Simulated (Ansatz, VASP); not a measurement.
# Two plane-wave programs on Ba

Contents of POSCAR:

```
Ba
1.0
   -2.5328674129      2.5328674129      2.5328674129
    2.5328674129     -2.5328674129      2.5328674129
    2.5328674129      2.5328674129     -2.5328674129
Ba
1
Direct
    0.0000000000      0.0000000000      0.0000000000
```

The input INCAR.step1:

```
ALGO = Normal
EDIFF = 1E-5
EDIFFG = -0.005
ENCUT = 550
GGA = PE
GGA_COMPAT = False
IBRION = 2
ISIF = 3
ISMEAR = -1
LASPH = True
LCHARG = False
LREAL = False
LWAVE = True
NELM = 120
NELMIN = 4
NSW = 100
PREC = Accurate
SIGMA = 0.15
```

File INCAR.step2:

```
ALGO = Normal
EDIFF = 1E-7
EDIFFG = -0.001
ENCUT = 550
GGA_COMPAT = False
IBRION = 2
ISIF = 3
ISMEAR = -1
ISTART = 1
LASPH = True
LCHARG = False
LMIXTAU = True
LREAL = False
LWAVE = False
METAGGA = R2SCAN
NELM = 120
NELMIN = 4
NSW = 80
PREC = Accurate
SIGMA = 0.15
```

The input KPOINTS:

```
k-points
0
Gamma
  12 12 12
```

Input for Ansatz:

```yaml
crystal:
  lattice:
    - [-2.5328674129, 2.5328674129, 2.5328674129]
    - [2.5328674129, -2.5328674129, 2.5328674129]
    - [2.5328674129, 2.5328674129, -2.5328674129]
  atoms:
    - { symbol: Ba, position: [0.0, 0.0, 0.0] }
basis:
  ecutwfc: 500
kpoints:
  mp_grid: { grid: [12, 12, 12] }
hamiltonian:
  xc: r2scan
  pseudopotentials: { kind: paw, azcp: { folder: soft_1 } }
scf:
  occupations: { method: fermi_dirac, width: 0.15 }
output:
  forces: true
  stress: true
  eigenvalues: true
  write_density: true
  write_potential: true
  elf: true
  volumetric_format: npy
relax:
  adjacent_minimum: "off"
  f_tol: 0.001
  max_steps: 60
  cell: { stress_tol: 0.01 }
```

Alike in both runs: task relaxation of cell and atoms; functional r2SCAN; k mesh 12 × 12 × 12; occupations fermi-dirac, width 0.15 eV; no spin polarisation.

|  | VASP | Ansatz |
| --- | --- | --- |
| version | VASP 6.6.1 | Ansatz 0.2.0 |
| potentials or method | VASP PAW PBE potentials, release 64 (Ba_sv), cutoff 550 eV | scalar-relativistic, plane waves, PAW |
| valence electrons in the cell | 10 | 10 |

Ansatz gave:

| Property | Result |
| --- | --- |
| gap on the k mesh at the Fermi level, each at its own relaxed structure (eV) | none |
| relaxed volume (Å³/atom) | 65.72 |
| relaxed length of the cell vector where the two differ most in proportion (Å) | 4.403 |

Question: Which values does VASP return?

Answer: gap on the k mesh at the Fermi level, each at its own relaxed structure (eV): none; relaxed volume (Å³/atom): 66.05; relaxed length of the cell vector where the two differ most in proportion (Å): 4.411.

VASP's potentials were made for PBE, not for r2SCAN. A gap of «none» marks a metal or a gap that the smearing closes.

Neither program's run includes spin-orbit coupling.
